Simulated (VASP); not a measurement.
A run of VASP 6.6.1:

INCAR

```
SYSTEM = Li4C
ALGO     = Normal         ! electronic algorithm
EDIFF    = 1E-6           ! SCF threshold, eV
ENCUT    = 520            ! plane-wave cutoff, eV
GGA      = PE             ! functional
ISIF     = 2              ! what is computed and relaxed
ISMEAR   = 0              ! smearing method
LASPH    = .True.         ! aspherical terms in the spheres
LCHARG   = .True.         ! write CHGCAR
LELF     = .True.         ! ELF
LREAL    = .False.        ! projectors in reciprocal space
LVHAR    = .True.       
LWAVE    = .False.        ! write WAVECAR
NBANDS   = 27             ! bands
NELM     = 100            ! most SCF steps
PREC     = Accurate       ! precision mode
SIGMA    = 0.1            ! smearing width, eV
```

Contents of KPOINTS:

```
k-points
0
Gamma
  4 4 4
  0 0 0
```

File POSCAR:

```
Li4C
1.0
    4.0981943853      0.0000000000      0.0000000000
    0.0000000000      4.0981943853      0.0000000000
    0.0000000000      0.0000000000      7.9325221933
Li C
8 2
Direct
    0.5000000000      0.0000000000      1.0072916993
    0.0000000000      0.5000000000      0.5072490276
    0.5000000000      0.0000000000      0.4927509724
    0.0000000000      0.5000000000     -0.0072916993
    0.5000000000      0.5000000000      0.7500047797
    0.0000000000      0.0000000000      0.2499960149
    0.0000000000      0.0000000000      0.7500039851
    0.5000000000      0.5000000000      0.2499952203
    0.5000000000      0.0000000000      0.7500195226
    0.0000000000      0.5000000000      0.2499804774
```

Potentials or basis: VASP PAW PBE potentials, release 64 (Li_sv, C).

Launch:

```sh
$ cat potpaw_PBE.64/Li_sv/POTCAR potpaw_PBE.64/C/POTCAR > POTCAR
$ mpirun -np 1 vasp_std > vasp.out
```

Hardware: 1 thread of AMD EPYC 7R13 Processor (Zen 3), on a shared host.

Question: Estimate the wall time of this run.

Answer: Wall time 79 s on 1 thread of AMD EPYC 7R13 Processor (Zen 3), with other jobs on the host, peak memory 0.2 GiB. Counts: scf iterations 14, k points 18.
